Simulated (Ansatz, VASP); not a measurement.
## HfO2: VASP beside Ansatz

File INCAR:

```
SYSTEM = HfO2
PREC = Accurate ; ENCUT = 600
EDIFF = 1E-6 ; ISMEAR = 0
SIGMA = 0.02 ; LREAL = .FALSE.
LASPH = .TRUE. ; NELM = 120
ALGO = Normal ; ISIF = 2
LWAVE = .FALSE. ; LCHARG = .FALSE.
GGA = PS ; NBANDS = 18
GGA_COMPAT = .FALSE.
```

The input KPOINTS:

```
regular mesh
0
G
  8 8 8
  0 0 0
```

The input POSCAR:

```
HfO2
1.0
    0.0000000000      2.5222551871      2.5222551871
    2.5222551871      0.0000000000      2.5222551871
    2.5222551871      2.5222551871      0.0000000000
Hf O
1 2
Direct
    0.0000000000      0.0000000000      0.0000000000
    0.7500000000      0.7500000000      0.7500000000
    0.2500000000      0.2500000000      0.2500000000
```

Input for Ansatz:

```yaml
crystal:
  lattice:
    - [0.0, 2.5222551871, 2.5222551871]
    - [2.5222551871, 0.0, 2.5222551871]
    - [2.5222551871, 2.5222551871, 0.0]
  atoms:
    - { symbol: Hf, position: [0.0, 0.0, 0.0] }
    - { symbol: O, position: [0.75, 0.75, 0.75] }
    - { symbol: O, position: [0.25, 0.25, 0.25] }
basis:
  ecutwfc: 600.0
kpoints:
  mp_grid: { grid: [8, 8, 8] }
hamiltonian:
  xc: pbesol
  pseudopotentials: { kind: paw, azcp: { folder: soft_1 } }
scf:
  occupations: { method: gaussian, width: 0.02 }
output:
  forces: true
  stress: true
  eigenvalues: true
```

Alike in both runs: task single point; functional PBEsol; k mesh 8 × 8 × 8; occupations gaussian, width 0.02 eV; no spin polarisation.

```csv
,VASP,Ansatz
version,VASP 6.6.1,Ansatz 0.2.0
potentials or method,"VASP PAW PBE potentials, release 64 (Hf_pv, O), cutoff 600 eV","scalar-relativistic, plane waves, PAW"
valence electrons in the cell,22,38
```

|  | VASP | Ansatz | Ansatz less VASP |
| --- | --- | --- | --- |
| gap on the k mesh at the Fermi level (eV) | 3.71 | 3.69 | -0.023 |
| least direct gap on the mesh (eV) | 3.71 | 3.69 | -0.023 |
| pressure (GPa) | -4.0 | 0.0 | +3.99 |

VASP's potentials were made for PBE, not for PBEsol, and Ansatz warns of the same on its side. VASP's potentials hold 22 valence electrons a cell and Ansatz's 38, so a difference there can come from the potentials and not from the codes.

Spin-orbit coupling is off throughout.
